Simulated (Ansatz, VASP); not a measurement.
One calculation of AlN, two programs

```
CELL_PARAMETERS angstrom
3.11300 0.00000 0.00000
-1.55650 2.69594 0.00000
0.00000 0.00000 4.98100
ATOMIC_POSITIONS crystal
Al 0.66667 0.33333 0.50000
Al 0.33333 0.66667 0.00000
N 0.66667 0.33333 0.88000
N 0.33333 0.66667 0.38000
```

Alike in both runs: functional PBE0; k mesh 6 × 6 × 4; no spin polarisation.

```csv
,VASP,Ansatz
version,VASP 6.6.1,Ansatz 0.2.0
potentials or method,"VASP PAW PBE potentials, release 64 (Al, N)",Ansatz PAW
plane-wave cutoff (eV),520,420
occupations,"gaussian, width 0.01 eV",fixed
valence electrons in the cell,16,16
task,single point,band structure
```

|  | VASP | Ansatz | Ansatz less VASP |
| --- | --- | --- | --- |
| gap on the k mesh at the Fermi level (eV) | 6.31 | 6.31 | -0.009 |
| least direct gap on the mesh (eV) | 6.31 | 6.31 | -0.009 |
| pressure (GPa) | -1.7 | -1.6 | +0.10 |
| traceless stress, the component that is largest in VASP (GPa) | 1.08 | 0.99 | -0.085 |
| rms of the force components (eV/Å) | 0.074 | 0.075 | +0.0014 |

Atom by atom the forces differ by 0.001 eV/Å (rms over components).
